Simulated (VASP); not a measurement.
**SnO: single point with PBE**

SnO:

```
Sn O
1.0
     3.81370    0.00000    0.00000
     0.00000    3.81370    0.00000
     0.00000    0.00000    4.88691
Sn O
2 2
Direct
  0.50000 0.00000 0.76463
  0.00000 0.50000 0.23537
  0.00000 0.00000 0.00000
  0.50000 0.50000 0.00000
```

```yaml
Program: VASP 6.6.1
Task: single point
Functional: PBE
Potentials_or_basis: VASP PAW PBE potentials, release 64 (Sn_d, O_h)
Cutoff: 910 eV
k_mesh: 7 × 7 × 6
Occupations: gaussian, width 0.023 eV
Spin: no spin polarisation
Dipole_correction: no
Second_run: hard_potentials
Further_INCAR_settings: ALGO = Normal; EDIFF = 1e-06; NBANDS = 28
```

- Pressure: 3.7 GPa
- Largest force: 0.447 eV/Å
- Band gap on the k mesh: 0.39 eV, indirect (least direct gap 2.05 eV)

Forces in eV/Å, atoms in the order of the input:
```
Sn   0.000  0.000 -0.447
Sn   0.000  0.000  0.447
O    0.000  0.000  0.000
O    0.000  0.000  0.000
```

Stress tensor (GPa, compression positive):
```
4.00 0.00 0.00
0.00 4.00 0.00
0.00 0.00 3.07
```

Levels at points of the mesh, in eV from the valence-band top:
```csv
k point,band 18,band 19,band 20,band 21,band 22,band 23
"(0.00, 0.00, 0.00)",-3.18,-3.18,0.00,2.05,4.27,4.74
"(0.00, 0.00, 0.50)",-3.19,-3.19,-2.21,1.69,3.04,3.04
```

Wall time 62 s on 1 thread of Intel(R) Xeon(R) 6975P-C (Granite Rapids), with other jobs on the host, peak memory 0.35 GiB.

Caveat: the cutoff is under 1.25 times the usual one of these potentials, so pressure, stress and relaxed cells hold a basis-set (Pulay) error; spin-orbit coupling is left out, which moves the levels of the heavy elements. A k mesh can miss the band edges.
